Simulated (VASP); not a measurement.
# InAs (F-43m) in VASP: notebook

Runs on InAs. Level: LDA. Tasks: single point, relaxation of cell and atoms.

Everything below comes from runs of VASP 6.6.1. Logs are shortened: lines on timing, memory, paths and dates and some standing lists are left out, and cuts for length are marked.

## Step 1: The cell of the first run

Symmetry: F-43m, No. 216, cubic system. The conventional cell has a = 5.994 Å, b = 5.994 Å, c = 5.994 Å, α = 90.00°, β = 90.00°, γ = 90.00°. In (site symmetry -43m) has 4 As at 2.60 Å within 3.4 Å. As (site symmetry -43m) has 4 In at 2.60 Å within 3.4 Å.

## Step 2: Single point, LDA

Input file INCAR:

```
ALGO     = Normal         # electronic algorithm
EDIFF    = 1E-7           # SCF threshold, eV
ENCUT    = 520            # plane-wave cutoff, eV
ISIF     = 2              # what is computed and relaxed
ISMEAR   = -1             # smearing method
LASPH    = True           # aspherical terms in the spheres
LCHARG   = True           # write CHGCAR
LELF     = True           # ELF
LREAL    = False          # projectors in reciprocal space
LVHAR    = True         
LWAVE    = False          # write WAVECAR
NBANDS   = 16             # bands
NELM     = 60             # most SCF steps
PREC     = Accurate       # precision mode
SIGMA    = 0.08           # smearing width, eV
```

Input file KPOINTS:

```
k-points
0
Gamma
  14 14 14
```

Input file POSCAR:

```
InAs
1.0
    0.0000000000      2.9971037622      2.9971037622
    2.9971037622      0.0000000000      2.9971037622
    2.9971037622      2.9971037622      0.0000000000
In As
1 1
Direct
    0.0000000000      0.0000000000      0.0000000000
    0.7500000000      0.7500000000      0.7500000000
```

Potentials or basis: VASP PAW LDA potentials, release 64 (In_d, As).

Launch:

```
cat potpaw_LDA.64/In_d/POTCAR potpaw_LDA.64/As/POTCAR > POTCAR
mpirun -np 1 vasp_std > vasp.out
```

OUTCAR:

```text
EDIFF = 1E-7
   ENCUT = 520
   ISIF = 2
   ISMEAR = -1
   LASPH = True
   LREAL = False
   NELM = 60
   PREC = Accurate

 ion  position               nearest neighbor table
   1  0.000  0.000  0.000-   2 2.60   2 2.60   2 2.60   2 2.60
   2  0.750  0.750  0.750-   1 2.60   1 2.60   1 2.60   1 2.60

  LATTYP: Found a face centered cubic cell.
 ALAT       =     5.9942075244

  Lattice vectors:

 A1 = (   0.0000000000,   2.9971037622,   2.9971037622)
 A2 = (   2.9971037622,   0.0000000000,   2.9971037622)
 A3 = (   2.9971037622,   2.9971037622,   0.0000000000)

Analysis of symmetry for initial positions (statically):
=====================================================================
 Subroutine PRICEL returns:
 Original cell was already a primitive cell.

 Routine SETGRP: Setting up the symmetry group for a
 face centered cubic supercell.

 Subroutine GETGRP returns: Found 24 space group operations
 (whereof 24 operations were pure point group operations)
 out of a pool of 48 trial point group operations.

The static configuration has the point symmetry T_d .

Analysis of symmetry for dynamics (positions and initial velocities):
=====================================================================
 Subroutine PRICEL returns:
 Original cell was already a primitive cell.

 Routine SETGRP: Setting up the symmetry group for a
 face centered cubic supercell.

 Subroutine GETGRP returns: Found 24 space group operations
 (whereof 24 operations were pure point group operations)
 out of a pool of 48 trial point group operations.

The dynamic configuration has the point symmetry T_d .

 Subroutine INISYM returns: Found 24 space group operations
 (whereof 24 operations are pure point group operations),
 and found     1 'primitive' translations

----------------------------------------------------------------------------------------

                                     Primitive cell

  volume of cell :      53.8438

  direct lattice vectors                    reciprocal lattice vectors
     0.000000000  2.997103762  2.997103762    -0.166827724  0.166827724  0.166827724
     2.997103762  0.000000000  2.997103762     0.166827724 -0.166827724  0.166827724
     2.997103762  2.997103762  0.000000000     0.166827724  0.166827724 -0.166827724

  length of vectors
     4.238544788  4.238544788  4.238544788     0.288954095  0.288954095  0.288954095

  position of ions in fractional coordinates (direct lattice)
     0.000000000  0.000000000  0.000000000
     0.750000000  0.750000000  0.750000000

  ion indices of the primitive-cell ions
   primitive index   ion index
                 1           1
                 2           2

----------------------------------------------------------------------------------------

 KPOINTS: k-points

Automatic generation of k-mesh.
 Grid dimensions read from file:
 generate k-points for:   14   14   14

 Generating k-lattice:

  Cartesian coordinates                     Fractional coordinates (reciprocal lattice)
    -0.011916266  0.011916266  0.011916266     0.071428571  0.000000000  0.000000000
     0.011916266 -0.011916266  0.011916266     0.000000000  0.071428571  0.000000000
     0.011916266  0.011916266 -0.011916266     0.000000000  0.000000000  0.071428571

  Length of vectors
     0.020639578  0.020639578  0.020639578

  Shift w.r.t. Gamma in fractional coordinates (k-lattice)
     0.000000000  0.000000000  0.000000000

 Subroutine IBZKPT returns following result:
 ===========================================

 Found    104 irreducible k-points:

 Following reciprocal coordinates:
            Coordinates               Weight
  0.000000  0.000000  0.000000      1.000000
  0.071429  0.000000  0.000000      8.000000
  0.142857  0.000000  0.000000      8.000000
  0.214286  0.000000  0.000000      8.000000
  0.285714  0.000000  0.000000      8.000000
  0.357143  0.000000  0.000000      8.000000
[... 16 lines left out ...]
  0.214286  0.142857  0.000000     24.000000
  0.285714  0.142857  0.000000     24.000000
 [... further k-points ...]
   k-points           NKPTS =    104   k-points in BZ     NKDIM =    104   number of bands    NBANDS=     16
   number of dos      NEDOS =    301   number of ions     NIONS =      2
   total plane-waves  NPLWV =  32768
   dimension x,y,z NGX =    32 NGY =   32 NGZ =   32
   dimension x,y,z NGXF=    64 NGYF=   64 NGZF=   64
   ions per type =               1   1
   NGX,Y,Z   is equivalent  to a cutoff of  12.55, 12.55, 12.55 a.u.
   NGXF,Y,Z  is equivalent  to a cutoff of  25.10, 25.10, 25.10 a.u.
 SYSTEM =  unknown system
   PREC   = accura    normal or accurate (medium, high low for compatibility)
   ISTART =      0    job   : 0-new  1-cont  2-samecut
   ICHARG =      2    charge: 1-file 2-atom 10-const
   ISPIN  =      1    spin polarized calculation?
   LNONCOLLINEAR =      F non collinear calculations
   LSORBIT =      F    spin-orbit coupling
   LASPH  =      T    aspherical Exc in radial PAW
   ENCUT  =  520.0 eV  38.22 Ry    6.18 a.u.   7.88  7.88  7.88*2*pi/ulx,y,z
   NELM   =     60;   NELMIN=  2; NELMDL= -5     # of ELM steps
   EDIFF  = 0.1E-06   stopping-criterion for ELM
   LREAL  =      F    real-space projection
   EDIFFG = 0.1E-05   stopping-criterion for IOM
   NSW    =      0    number of steps for IOM
   IBRION =     -1    ionic relax: 0-MD 1-quasi-New 2-CG
   NFREE  =      0    steps in history (QN), initial steepest desc. (CG)
   ISIF   =      2    stress and relaxation
   ISYM   =      2    0-nonsym 1-usesym 2-fastsym
   POTIM  = 0.5000    time-step for ionic-motion
   TEBEG  =    0.0;   TEEND  =   0.0 temperature during run
   PSTRESS=    0.0 pullay stress
   NELECT =      18.0000    total number of electrons
   NUPDOWN=      -1.0000    fix difference up-down
   EMIN   =  10.00;   EMAX   =-10.00  energy-range for DOS
   EFERMI =   0.00;   METHOD = LEGACY
   ISMEAR =    -1;   SIGMA  =   0.08  broadening in eV -4-tet -1-fermi 0-gaus
   EFERMI_NEDOS =   21; number of points for ismear=-14 and -15
   IALGO  =     38    algorithm
   IMIX   =      4    mixing-type and parameters
     AMIX     =   0.40;   BMIX     =  1.00
     AMIX_MAG =   1.60;   BMIX_MAG =  1.00
  volume/ion in A,a.u.               =      26.92       181.68
  Fermi-wavevector in a.u.,A,eV,Ry     =   1.136198  2.147102 17.564375  1.290945
  Thomas-Fermi vector in A             =   2.272903
   LORBIT       =      0    0 simple, 1 ext, 2 COOP (PROOUT), +10 PAW based schemes
   GGA     = CA    functional components
   LHFCALC =     F    Hartree Fock is set to
   AEXX    =    0.0000 exact exchange contribution
   IVDW    =     0    specifies the selected vdW correction
   LEPSILON=     F    determine dielectric tensor
   LRPA    =     F    only Hartree local field effects (RPA)
 non-spin polarized calculation
  energy-cutoff  :      520.00
  volume of cell :       53.84
 maximum number of plane-waves:      1464
   NGX = 15   NGY = 15   NGZ = 15

 number of electron      17.9999999 magnetization

 Free energy of the ion-electron system (eV)
  ---------------------------------------------------
  ext. energy  EPLUGINS =         0.00000000
  ---------------------------------------------------
  free energy    TOTEN  =        -9.02650525 eV

  energy without entropy =       -9.02618269  energy(sigma->0) =       -9.02634397

 E-fermi :   4.8375     XC(G=0):  -9.5253

 val. band max:        4.6113959995   @ k =   0.0000   0.0000   0.0000
 cond. band min:       5.2988023815   @ k =   0.0714   0.0000   0.0000
 fundamental gap:      0.6874063820
 Fermi energy:         4.8375272244

 k-point     1 :       0.0000    0.0000    0.0000
  band No.  band energies     occupation
      1      -9.8031      2.00000
      2      -9.8031      2.00000
      3      -9.8031      2.00000
      4      -9.6631      2.00000
      5      -9.6631      2.00000
      6      -7.4768      2.00000
[... 8 lines left out ...]
     15      14.3991      0.00000
     16      14.3991      0.00000

 k-point     2 :       0.0714    0.0000    0.0000
  band No.  band energies     occupation
      1      -9.8113      2.00000
      2      -9.8008      2.00000
      3      -9.8008      2.00000
      4      -9.6632      2.00000
      5      -9.6632      2.00000
      6      -7.4202      2.00000
[... 8 lines left out ...]
     15      13.8471      0.00000
     16      13.8471      0.00000

 k-point     3 :       0.1429    0.0000    0.0000
  band No.  band energies     occupation
      1      -9.8334      2.00000
      2      -9.7948      2.00000
      3      -9.7948      2.00000
      4      -9.6632      2.00000
      5      -9.6632      2.00000
      6      -7.2550      2.00000
[... 8 lines left out ...]
     15      13.3243      0.00000
     16      13.3243      0.00000

 k-point     4 :       0.2143    0.0000    0.0000
  band No.  band energies     occupation
      1      -9.8636      2.00000
      2      -9.7867      2.00000
      3      -9.7867      2.00000
      4      -9.6626      2.00000
      5      -9.6626      2.00000
      6      -6.9956      2.00000
[... 8 lines left out ...]
     15      13.1256      0.00000
     16      13.1256      0.00000

 k-point     5 :       0.2857    0.0000    0.0000
  band No.  band energies     occupation
      1      -9.8950      2.00000
      2      -9.7787      2.00000
      3      -9.7787      2.00000
      4      -9.6608      2.00000
      5      -9.6608      2.00000
      6      -6.6678      2.00000
[... 8 lines left out ...]
     15      13.3407      0.00000
     16      13.3407      0.00000

 k-point     6 :       0.3571    0.0000    0.0000
  band No.  band energies     occupation
      1      -9.9218      2.00000
      2      -9.7727      2.00000
      3      -9.7727      2.00000
      4      -9.6580      2.00000
      5      -9.6580      2.00000
      6      -6.3182      2.00000
[... 8 lines left out ...]
     15      13.9471      0.00000
     16      13.9471      0.00000
[... 267 lines left out ...]
 k-point    21 :      -0.0714    0.0714    0.0000
  band No.  band energies     occupation
      1      -9.8250      2.00000
      2      -9.7984      2.00000
      3      -9.7951      2.00000
      4      -9.6647      2.00000
      5      -9.6620      2.00000
      6      -7.3275      2.00000
[... 8 lines left out ...]
     15      13.1739      0.00000
     16      13.6049      0.00000

 k-point    22 :       0.1429    0.1429    0.0000
  band No.  band energies     occupation
      1      -9.8511      2.00000
      2      -9.7866      2.00000
      3      -9.7866      2.00000
      4      -9.6699      2.00000
      5      -9.6584      2.00000
      6      -7.1823      2.00000
[... 8 lines left out ...]
     15      13.5682      0.00000
     16      14.6169      0.00000

 k-point    23 :       0.2143    0.1429    0.0000
  band No.  band energies     occupation
      1      -9.8745      2.00000
      2      -9.7792      2.00000
      3      -9.7780      2.00000
      4      -9.6730      2.00000
      5      -9.6562      2.00000
      6      -6.9911      2.00000
[... 8 lines left out ...]
     15      14.2207      0.00000
     16      14.4573      0.00000

 k-point    24 :       0.2857    0.1429    0.0000
  band No.  band energies     occupation
      1      -9.9001      2.00000
      2      -9.7727      2.00000
      3      -9.7692      2.00000
      4      -9.6744      2.00000
      5      -9.6540      2.00000
      6      -6.7157      2.00000
[... 8 lines left out ...]
     15      14.3505      0.00000
     16      14.4347      0.00000

 [... further k-points ...]
[... 5 lines left out ...]
  --------------------------------------------------------------------------------------
  -------------------------------------------------------------------------------------
  Total        0.3845275      0.3845275      0.3845275      0.0000000      0.0000000     -0.0000000
  in kB       11.4420179     11.4420179     11.4420179      0.0000000      0.0000000     -0.0000000
  external PRESSURE =      11.4420179 kB  Pullay stress =       0.0000000 kB

 VOLUME and BASIS-vectors are now :
 -----------------------------------------------------------------------------
  energy-cutoff  :      520.00
  volume of cell :       53.84
      direct lattice vectors                 reciprocal lattice vectors
     0.000000000  2.997103762  2.997103762    -0.166827724  0.166827724  0.166827724
     2.997103762  0.000000000  2.997103762     0.166827724 -0.166827724  0.166827724
     2.997103762  2.997103762  0.000000000     0.166827724  0.166827724 -0.166827724

 POSITION                                       TOTAL-FORCE (eV/Angst)
 -----------------------------------------------------------------------------------
      0.00000      0.00000      0.00000        -0.000000     -0.000000     -0.000000
      4.49566      4.49566      4.49566         0.000000      0.000000      0.000000
 -----------------------------------------------------------------------------------
    total drift:                                0.000000      0.000000      0.000000

  FREE ENERGIE OF THE ION-ELECTRON SYSTEM (eV)
  ---------------------------------------------------
  free  energy   TOTEN  =        -9.0265052477 eV

  energy  without entropy=       -9.0261826870  energy(sigma->0) =       -9.02634397
```

It took 65 s on 1 thread of Intel Xeon Platinum 8488C (Sapphire Rapids), shared host; peak memory 0.22 GiB.

What came out:

- Free energy: -9.0265 eV
- Pressure: 1.1 GPa
- Band gap on the k mesh: zero (filled and empty bands touch)

Levels at points of the mesh, in eV from the Fermi level:
```csv
k point,band 6,band 7,band 8,band 9,band 10,band 11,band 12,band 13
"(0.00, 0.00, 0.00)",-12.31,-0.49,-0.23,-0.23,-0.23,3.61,3.61,3.61
"(0.50, 0.00, 0.00)",-10.75,-6.20,-1.27,-1.27,0.64,4.40,4.40,6.49
"(0.50, 0.50, 0.00)",-10.17,-6.26,-2.66,-2.66,1.15,1.73,8.95,9.09
```

Caveat: semilocal functionals underestimate gaps, and a narrow one can read as zero; spin-orbit coupling is left out, which moves the levels of the heavy elements.

(Part 1 of 2 ends here.)

The gap in the log of VASP goes by the Fermi energy; the results here count the filled bands.